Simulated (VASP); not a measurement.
Write the native input for VASP 6.6.1 that does the following.

```yaml
Task: single point
Functional: PBEsol
Potentials_or_basis: VASP PAW PBE potentials, release 64 (Al, Cu)
Cutoff: 520 eV
k_mesh: 3 × 3 × 3
Occupations: gaussian, width 0.05 eV
Spin: no spin polarisation
Dipole_correction: no
Further_INCAR_settings: LREAL = Auto; ALGO = Normal; EDIFF = 1e-07; NBANDS = 72
```

The structure of Al30Cu (a cell with a defect) lies in POSCAR:

```
Al30Cu
1.0
    8.1000000000      0.0000000000      0.0000000000
    0.0000000000      8.1000000000      0.0000000000
    0.0000000000      0.0000000000      8.1000000000
Al Cu
30 1
Direct
    0.5101898765      0.0075579012      0.0003724691
    0.7549104938      0.0002527160      0.2484114815
    0.2482439506      0.2451709877      0.0003728395
    0.5012069136      0.4988938272      0.0003707407
    0.7549383951      0.7518701235      0.0003720988
    0.2494713580     -0.0012085185      0.2485470370
    0.5035606173      0.2534222222      0.2493950617
    0.7466751852      0.4965419753      0.2493890123
    0.4997853086      0.0008792593      0.5003718519
    0.7478059259      0.2522944444      0.5003706173
    0.7549088889      0.0002535802      0.7523339506
   -0.0074614815      0.4899206173      0.0003727160
    0.2474214815      0.7526660494      0.0003735802
   -0.0001912346      0.2451623457      0.2483528395
    0.2497324691      0.5001707407      0.2508985185
    0.4999158025      0.7503555556      0.2508938272
    0.0021311111     -0.0020233333      0.5003743210
    0.2537448148      0.2511869136      0.5003722222
    0.4974822222      0.5026127160      0.5003722222
    0.7489009877      0.7463259259      0.5003730864
    0.2494701235     -0.0012060494      0.7521993827
    0.5035564198      0.2534208642      0.7513513580
    0.7466764198      0.4965443210      0.7513544444
    0.0013076543      0.7506264198      0.2485614815
   -0.0007862963      0.5002912346      0.5003725926
    0.2501213580      0.7499753086      0.5003732099
   -0.0001890123      0.2451648148      0.7523954321
    0.2497314815      0.5001681481      0.7498454321
    0.4999186420      0.7503580247      0.7498541975
    0.0013050617      0.7506237037      0.7521876543
    0.8083039506      0.1916361728      0.0003780247
```

These files were run (other wordings do the same):

INCAR

```
SYSTEM = Al30Cu
ALGO = Normal ; EDIFF = 1E-7
ENCUT = 520 ; GGA = PS
ISIF = 2 ; ISMEAR = 0
LASPH = .True. ; LCHARG = .False.
LREAL = Auto ; LWAVE = .False.
NBANDS = 72 ; NELM = 80
PREC = Accurate ; SIGMA = 0.05
```

KPOINTS

```
k-points
0
Gamma
  3 3 3
  0 0 0
```

Potentials or basis: VASP PAW PBE potentials, release 64 (Al, Cu).

The run is started by

```console
$ cat potpaw_PBE.64/Al/POTCAR potpaw_PBE.64/Cu/POTCAR > POTCAR
$ mpirun -np 1 vasp_std > vasp.out
```

It gave:

- Pressure: -3.4 GPa
- Largest force: 0.439 eV/Å
- Band gap on the k mesh: zero (an odd number of electrons rules out a gap without spin polarisation)

Caveat: the PAW data sets were made with another functional, which shifts forces and pressure a little.

Run time: 13 min on 1 thread of AMD EPYC 9R45 (Zen 5), with other jobs on the host, peak memory 0.63 GiB.
